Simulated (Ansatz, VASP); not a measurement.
CdSb2C: VASP beside Ansatz

File INCAR:

```
PREC = Accurate
ENCUT = 520
EDIFF = 1E-6
ISMEAR = -1
SIGMA = 0.02
LREAL = F
LASPH = T
NELM = 80
ALGO = Normal
ISIF = 2
LWAVE = F
LCHARG = F
GGA = PE
NBANDS = 36
```

KPOINTS

```
Automatic mesh
0
Gamma
  6 6 6
```

The input POSCAR:

```
CdSb2C
1.0
   -3.0094901280      3.0094901280      5.0432806105
    3.0094901280     -3.0094901280      5.0432806105
    3.0094901280      3.0094901280     -5.0432806105
Cd Sb C
2 4 2
Direct
    0.0000000000      0.0000000000      0.0000000000
    0.7500000000      0.2500000000      0.5000000000
    0.3750000000      0.4524834671      0.5774834671
    0.2024834671      0.6250000000      0.0774834671
    0.8750000000      0.7975165329      0.4225165329
    0.5475165329      0.1250000000     -0.0774834671
    0.5000000000      0.5000000000      0.0000000000
    0.2500000000      0.7500000000      0.5000000000
```

Input for Ansatz:

```yaml
crystal:
  lattice:
    - [-3.009490128, 3.009490128, 5.0432806105]
    - [3.009490128, -3.009490128, 5.0432806105]
    - [3.009490128, 3.009490128, -5.0432806105]
  atoms:
    - { symbol: Cd, position: [0.0, 0.0, 0.0] }
    - { symbol: Sb, position: [0.375, 0.4524834671, 0.5774834671] }
    - { symbol: Cd, position: [0.75, 0.25, 0.5] }
    - { symbol: Sb, position: [0.2024834671, 0.625, 0.0774834671] }
    - { symbol: C, position: [0.5, 0.5, 0.0] }
    - { symbol: Sb, position: [0.875, 0.7975165329, 0.4225165329] }
    - { symbol: C, position: [0.25, 0.75, 0.5] }
    - { symbol: Sb, position: [0.5475165329, 0.125, -0.0774834671] }
kpoints:
  mp_grid: { grid: [6, 6, 6] }
hamiltonian:
  xc: pbe
scf:
  occupations: { method: fermi_dirac, width: 0.02 }
  n_extra_bands: 6
output:
  forces: true
  stress: true
  eigenvalues: true
```

Alike in both runs: task single point; functional PBE; k mesh 6 × 6 × 6; occupations fermi-dirac, width 0.02 eV; no spin polarisation.

```csv
,VASP,Ansatz
version,VASP 6.6.1,Ansatz 0.2.0
potentials or method,"VASP PAW PBE potentials, release 64 (Cd, Sb, C)","plane waves, PAW"
plane-wave cutoff (eV),520,420
valence electrons in the cell,52,108
```

Ansatz gave:

| Quantity | Value |
| --- | --- |
| pressure (GPa) | 4.4 |
| rms of the force components (eV/Å) | 0.039 |

Problem. What did VASP give for the same quantities?

Solution. Pressure (GPa): 4.6; rms of the force components (eV/Å): 0.052.

VASP's potentials hold 52 valence electrons a cell and Ansatz's 108, so a difference there can come from the potentials and not from the codes.

Neither program's run includes spin-orbit coupling.
